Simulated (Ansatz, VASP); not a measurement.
## H6C2SO2: VASP beside Ansatz

```
H C S O
1.0
     3.59617   -3.99126    0.00000
     3.59617    3.99126    0.00000
     0.00000    0.00000    7.33183
H C S O
12 4 2 4
Direct
  0.79699 0.20301 0.56070
  0.20301 0.79699 0.06070
  0.20301 0.79699 0.43930
  0.79699 0.20301 0.93930
  0.76640 0.48301 0.43291
  0.23360 0.51699 0.93291
  0.48301 0.76640 0.56709
  0.51699 0.23360 0.06709
  0.23360 0.51699 0.56709
  0.76640 0.48301 0.06709
  0.51699 0.23360 0.43291
  0.48301 0.76640 0.93291
  0.71867 0.28133 0.43901
  0.28133 0.71867 0.93901
  0.28133 0.71867 0.56099
  0.71867 0.28133 0.06099
  0.85505 0.14495 0.25000
  0.14495 0.85505 0.75000
  0.12258 0.22120 0.25000
  0.87742 0.77880 0.75000
  0.22120 0.12258 0.75000
  0.77880 0.87742 0.25000
```

Alike in both runs: functional r2SCAN; k mesh 4 × 4 × 4; occupations gaussian, width 0.02 eV; no spin polarisation.

Ansatz relaxed the structure, and its values are those at the end. VASP's run is a single point on that final structure, the one shown.

|  | VASP | Ansatz |
| --- | --- | --- |
| version | VASP 6.6.1 | Ansatz 0.2.0 |
| potentials or method | VASP PAW PBE potentials, release 64 (H, C, S, O), cutoff 520 eV | scalar-relativistic, plane waves, PAW |
| valence electrons in the cell | 64 | 64 |

|  | VASP | Ansatz | Ansatz less VASP |
| --- | --- | --- | --- |
| gap on the k mesh at the Fermi level (eV) | 6.83 | 6.82 | -0.007 |
| least direct gap on the mesh (eV) | 6.83 | 6.82 | -0.007 |
| pressure (GPa) | -0.5 | 0.0 | +0.50 |
| rms of the force components (eV/Å) | 0.066 | 0.001 | -0.0653 |

VASP's potentials were made for PBE, not for r2SCAN.
